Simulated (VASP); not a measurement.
# HfN (F-43m) in VASP: further runs

HfN is run at these levels: PBEsol; tasks: relaxation of cell and atoms.

Everything below comes from runs of VASP 6.6.1. Logs are shortened: lines on timing, memory, paths and dates and some standing lists are left out, and cuts for length are marked.

## 1. The cell of the first run

It takes space group F-43m (No. 216, cubic). Conventional cell: a = 4.910 Å, b = 4.910 Å, c = 4.910 Å, α = 90.00°, β = 90.00°, γ = 90.00°. Within 2.8 Å of Hf (site symmetry -43m) lie 4 N at 2.13 Å. N (site symmetry -43m) has 4 Hf at 2.13 Å within 2.8 Å.

## 2. Relaxation of cell and atoms, PBEsol, target pressure 2 GPa, at which the enthalpy is minimised

The input, INCAR:

```
SYSTEM = HfN
ALGO = Normal
EDIFF = 1E-6
EDIFFG = -0.01
ENCUT = 600
GGA = PS
IBRION = 2
ISIF = 3
ISMEAR = -1
LASPH = .TRUE.
LCHARG = .FALSE.
LREAL = .FALSE.
LWAVE = .FALSE.
NELM = 60
NSW = 60
PREC = Accurate
PSTRESS = 20.0
SIGMA = 0.05
```

The input, KPOINTS:

```
k-points
0
G
  9 9 9
  0 0 0
```

The input, POSCAR:

```
HfN
1.0
    0.0000000000      2.4548220000      2.4548220000
    2.4548220000      0.0000000000      2.4548220000
    2.4548220000      2.4548220000      0.0000000000
Hf N
1 1
Direct
    0.0000000000      0.0000000000      0.0000000000
    0.2500000000      0.2500000000      0.2500000000
```

Potentials or basis: VASP PAW PBE potentials, release 64 (Hf_pv, N).

Started as:

```sh
$ cat potpaw_PBE.64/Hf_pv/POTCAR potpaw_PBE.64/N/POTCAR > POTCAR
$ mpirun -np 1 vasp_std > vasp.out
```

OUTCAR:

```text
SYSTEM = HfN
   EDIFF = 1E-6
   EDIFFG = -0.01
   ENCUT = 600
   GGA = PS
   IBRION = 2
   ISIF = 3
   ISMEAR = -1
   LASPH = .TRUE.
   LREAL = .FALSE.
   NELM = 60
   NSW = 60
   PREC = Accurate
   PSTRESS = 20.0

 ion  position               nearest neighbor table
   1  0.000  0.000  0.000-   2 2.13   2 2.13   2 2.13   2 2.13
   2  0.250  0.250  0.250-   1 2.13   1 2.13   1 2.13   1 2.13

  LATTYP: Found a face centered cubic cell.
 ALAT       =     4.9096440000

  Lattice vectors:

 A1 = (   0.0000000000,   2.4548220000,   2.4548220000)
 A2 = (   2.4548220000,   0.0000000000,   2.4548220000)
 A3 = (   2.4548220000,   2.4548220000,   0.0000000000)

Analysis of symmetry for initial positions (statically):
=====================================================================
 Subroutine PRICEL returns:
 Original cell was already a primitive cell.

 Routine SETGRP: Setting up the symmetry group for a
 face centered cubic supercell.

 Subroutine GETGRP returns: Found 24 space group operations
 (whereof 24 operations were pure point group operations)
 out of a pool of 48 trial point group operations.

The static configuration has the point symmetry T_d .

Analysis of symmetry for dynamics (positions and initial velocities):
=====================================================================
 Subroutine PRICEL returns:
 Original cell was already a primitive cell.

 Routine SETGRP: Setting up the symmetry group for a
 face centered cubic supercell.

 Subroutine GETGRP returns: Found 24 space group operations
 (whereof 24 operations were pure point group operations)
 out of a pool of 48 trial point group operations.

The dynamic configuration has the point symmetry T_d .

 Subroutine INISYM returns: Found 24 space group operations
 (whereof 24 operations are pure point group operations),
 and found     1 'primitive' translations

----------------------------------------------------------------------------------------

                                     Primitive cell

  volume of cell :      29.5863

  direct lattice vectors                    reciprocal lattice vectors
     0.000000000  2.454822000  2.454822000    -0.203680756  0.203680756  0.203680756
     2.454822000  0.000000000  2.454822000     0.203680756 -0.203680756  0.203680756
     2.454822000  2.454822000  0.000000000     0.203680756  0.203680756 -0.203680756

  length of vectors
     3.471642566  3.471642566  3.471642566     0.352785417  0.352785417  0.352785417

  position of ions in fractional coordinates (direct lattice)
     0.000000000  0.000000000  0.000000000
     0.250000000  0.250000000  0.250000000

  ion indices of the primitive-cell ions
   primitive index   ion index
                 1           1
                 2           2

----------------------------------------------------------------------------------------

 KPOINTS: k-points

Automatic generation of k-mesh.
 Grid dimensions read from file:
 generate k-points for:    9    9    9

 Generating k-lattice:

  Cartesian coordinates                     Fractional coordinates (reciprocal lattice)
    -0.022631195  0.022631195  0.022631195     0.111111111  0.000000000  0.000000000
     0.022631195 -0.022631195  0.022631195     0.000000000  0.111111111  0.000000000
     0.022631195  0.022631195 -0.022631195     0.000000000  0.000000000  0.111111111

  Length of vectors
     0.039198380  0.039198380  0.039198380

  Shift w.r.t. Gamma in fractional coordinates (k-lattice)
     0.000000000  0.000000000  0.000000000

 Subroutine IBZKPT returns following result:
 ===========================================

 Found     35 irreducible k-points:

 Following reciprocal coordinates:
            Coordinates               Weight
  0.000000  0.000000  0.000000      1.000000
  0.111111  0.000000  0.000000      8.000000
  0.222222  0.000000  0.000000      8.000000
  0.333333  0.000000  0.000000      8.000000
  0.444444  0.000000  0.000000      8.000000
  0.111111  0.111111  0.000000      6.000000
[... 16 lines left out ...]
 -0.333333  0.333333  0.000000     12.000000
  0.444444  0.444444  0.000000      6.000000
 [... further k-points ...]
   k-points           NKPTS =     35   k-points in BZ     NKDIM =     35   number of bands    NBANDS=     11
   number of dos      NEDOS =    301   number of ions     NIONS =      2
   total plane-waves  NPLWV =  21952
   dimension x,y,z NGX =    28 NGY =   28 NGZ =   28
   dimension x,y,z NGXF=    56 NGYF=   56 NGZF=   56
   ions per type =               1   1
   NGX,Y,Z   is equivalent  to a cutoff of  13.41, 13.41, 13.41 a.u.
   NGXF,Y,Z  is equivalent  to a cutoff of  26.82, 26.82, 26.82 a.u.
 SYSTEM =  HfN
   PREC   = accura    normal or accurate (medium, high low for compatibility)
   ISTART =      0    job   : 0-new  1-cont  2-samecut
   ICHARG =      2    charge: 1-file 2-atom 10-const
   ISPIN  =      1    spin polarized calculation?
   LNONCOLLINEAR =      F non collinear calculations
   LSORBIT =      F    spin-orbit coupling
   LASPH  =      T    aspherical Exc in radial PAW
   ENCUT  =  600.0 eV  44.10 Ry    6.64 a.u.   6.93  6.93  6.93*2*pi/ulx,y,z
   NELM   =     60;   NELMIN=  2; NELMDL= -5     # of ELM steps
   EDIFF  = 0.1E-05   stopping-criterion for ELM
   LREAL  =      F    real-space projection
   EDIFFG = -.1E-01   stopping-criterion for IOM
   NSW    =     60    number of steps for IOM
   IBRION =      2    ionic relax: 0-MD 1-quasi-New 2-CG
   NFREE  =      1    steps in history (QN), initial steepest desc. (CG)
   ISIF   =      3    stress and relaxation
   ISYM   =      2    0-nonsym 1-usesym 2-fastsym
   POTIM  = 0.5000    time-step for ionic-motion
   TEBEG  =    0.0;   TEEND  =   0.0 temperature during run
   PSTRESS=   20.0 pullay stress
   NELECT =      15.0000    total number of electrons
   NUPDOWN=      -1.0000    fix difference up-down
   EMIN   =  10.00;   EMAX   =-10.00  energy-range for DOS
   EFERMI =   0.00;   METHOD = LEGACY
   ISMEAR =    -1;   SIGMA  =   0.05  broadening in eV -4-tet -1-fermi 0-gaus
   EFERMI_NEDOS =   21; number of points for ismear=-14 and -15
   IALGO  =     38    algorithm
   IMIX   =      4    mixing-type and parameters
     AMIX     =   0.40;   BMIX     =  1.00
     AMIX_MAG =   1.60;   BMIX_MAG =  1.00
  volume/ion in A,a.u.               =      14.79        99.83
  Fermi-wavevector in a.u.,A,eV,Ry     =   1.305395  2.466839 23.185087  1.704056
  Thomas-Fermi vector in A             =   2.436267
   LORBIT       =      0    0 simple, 1 ext, 2 COOP (PROOUT), +10 PAW based schemes
   GGA     = PS    functional components
   LHFCALC =     F    Hartree Fock is set to
   AEXX    =    0.0000 exact exchange contribution
   IVDW    =     0    specifies the selected vdW correction
   LEPSILON=     F    determine dielectric tensor
   LRPA    =     F    only Hartree local field effects (RPA)
 conjugate gradient relaxation of ions
 non-spin polarized calculation
  energy-cutoff  :      600.00
  volume of cell :       29.59
 maximum number of plane-waves:      1002
   NGX = 13   NGY = 13   NGZ = 13

--------------------------------------- Ionic step        1  -------------------------------------------

 number of electron      15.0000001 magnetization

 Free energy of the ion-electron system (eV)
  ---------------------------------------------------
  ext. energy  EPLUGINS =         0.00000000
  ---------------------------------------------------
  free energy    TOTEN  =       -22.25722017 eV

  energy without entropy =      -22.25144768  energy(sigma->0) =      -22.25433392

------------------------ aborting loop because EDIFF is reached ----------------------------------------

  FORCE on cell =-STRESS in cart. coord.  units (eV):
  Direction    XX          YY          ZZ          XY          YZ          ZX
  --------------------------------------------------------------------------------------
  -------------------------------------------------------------------------------------
  Total       -1.1059589     -1.1059589     -1.1059589      0.0000000     -0.0000000      0.0000000
  in kB      -59.8907225    -59.8907225    -59.8907225      0.0000000     -0.0000000      0.0000000
  external PRESSURE =     -79.8907225 kB  Pullay stress =      20.0000000 kB
[... 99 lines left out ...]
  enthalpy is  TOTEN    =       -21.9180934112 eV   P V=        0.3549944316

--------------------------------------- Ionic step        4  -------------------------------------------

 number of electron      15.0000002 magnetization

 Free energy of the ion-electron system (eV)
  ---------------------------------------------------
  ext. energy  EPLUGINS =         0.00000000
  ---------------------------------------------------
  free energy    TOTEN  =       -22.27281645 eV

  energy without entropy =      -22.26748732  energy(sigma->0) =      -22.27015188

 E-fermi :   5.9086     XC(G=0): -11.5903

 val. band max:        5.8878988589   @ k =  -0.2222   0.3333   0.1111
 cond. band min:       5.9322188446   @ k =   0.1111   0.0000   0.0000
 fundamental gap:      0.0443199857
 Fermi energy:         5.9086474242

 k-point     1 :       0.0000    0.0000    0.0000
  band No.  band energies     occupation
      1     -24.9942      2.00000
      2     -24.9942      2.00000
      3     -24.9942      2.00000
      4     -10.3937      2.00000
      5       0.2707      2.00000
      6       0.2707      2.00000
      7       0.2707      2.00000
      8       5.2791      1.99999
      9       8.2148      0.00000
     10       8.2148      0.00000
     11      12.7644      0.00000
[... 309 lines left out ...]
 k-point    24 :       0.4444    0.4444    0.0000
  band No.  band energies     occupation
      1     -25.5322      2.00000
      2     -25.1764      2.00000
      3     -25.1764      2.00000
      4      -8.8331      2.00000
      5      -1.2313      2.00000
      6       2.1877      2.00000
      7       2.1877      2.00000
      8       4.7425      2.00000
      9       8.3769      0.00000
     10      10.0603      0.00000
     11      10.9393      0.00000

 [... further k-points ...]
[... 5 lines left out ...]
  --------------------------------------------------------------------------------------
  -------------------------------------------------------------------------------------
  Total        0.3557921      0.3557921      0.3557921      0.0000000      0.0000000      0.0000000
  in kB       20.0609183     20.0609183     20.0609183      0.0000000      0.0000000      0.0000000
  external PRESSURE =       0.0609183 kB  Pullay stress =      20.0000000 kB
[... 17 lines left out ...]
  FREE ENERGIE OF THE ION-ELECTRON SYSTEM (eV)
  ---------------------------------------------------
  free  energy   TOTEN  =       -22.2728164453 eV

  energy  without entropy=      -22.2674873231  energy(sigma->0) =      -22.27015188

  enthalpy is  TOTEN    =       -21.9181047896 eV   P V=        0.3547116557

 reached required accuracy - stopping structural energy minimisation
```

It took 25 s on 1 thread of Intel Xeon 6975P-C, shared host; peak memory 0.18 GiB.

What came out:

```
Free energy                                            : -22.2728 eV
Relaxed volume                                         : 14.21 Å³/atom
Relaxed cell                                           : a = 3.425 Å, b = 3.425 Å, c = 3.425 Å, α = 60.00°, β = 60.00°, γ = 60.00°
Space group after relaxing (to 0.05 Å)                 : F-43m (No. 216)
Energy change on relaxing (the enthalpy is what falls) : -7.8 meV/atom
Ionic steps                                            : 4
Pressure after relaxing                                : 2.0 GPa
```

The path:
| step | energy change (eV) | largest force (eV/Å) | pressure (GPa) | volume (Å³) |
| --- | --- | --- | --- | --- |
| 1 | 0.0000 | 0.0000 | -5.99 | 29.59 |
| 2 | 0.1018 | 0.0000 | 19.07 | 26.54 |
| 3 | -0.0159 | 0.0000 | 1.83 | 28.44 |
| 4 | -0.0156 | 0.0000 | 2.01 | 28.42 |

Final structure:
```
Hf N
1.0
     0.00000    2.42201    2.42201
     2.42201    0.00000    2.42201
     2.42201    2.42201    0.00000
Hf N
1 1
Direct
  0.00000 0.00000 0.00000
  0.25000 0.25000 0.25000
```

Caveat: the cell is relaxed towards a set pressure, so the enthalpy falls and the energy may rise; the PAW data sets were made with another functional, which shifts forces and pressure a little; spin-orbit coupling is left out, which moves the levels of the heavy elements.

(Part 1 of 2 ends here.)
